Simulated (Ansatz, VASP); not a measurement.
InHgSe: VASP beside Ansatz

```
In Hg Se
1.0
     3.11014   -3.15076    0.00000
     3.11014    3.15076    0.00000
     0.00000    0.00000    5.16967
In Hg Se
1 1 1
Direct
  0.00000 0.00000 0.50000
  0.50000 0.50000 0.50000
  0.50000 0.50000 0.00000
```

Alike in both runs: functional PBE; k mesh 4 × 4 × 4; occupations gaussian, width 0.1 eV; no spin polarisation.

Ansatz relaxed the structure, and its values are those at the end. VASP's run is a single point on that final structure, the one shown.

```csv
,VASP,Ansatz
version,VASP 6.6.1,Ansatz 0.2.0
potentials or method,"VASP PAW PBE potentials, release 64 (In_d, Hg, Se), cutoff 520 eV","scalar-relativistic, plane waves, PAW"
valence electrons in the cell,31,49
```

Ansatz gave:

| Item | Value |
| --- | --- |
| gap on the k mesh at the Fermi level (eV) | none |
| pressure (GPa) | 0.0 |

What did VASP give for the same quantities?

gap on the k mesh at the Fermi level (eV): none; pressure (GPa): 0.2.

A gap of «none» marks a metal or a gap that the smearing closes. The functional is the same, so the differences come from potentials, cutoffs and numerics. VASP's potentials hold 31 valence electrons a cell and Ansatz's 49, so a difference there can come from the potentials and not from the codes.

Neither program's run includes spin-orbit coupling.
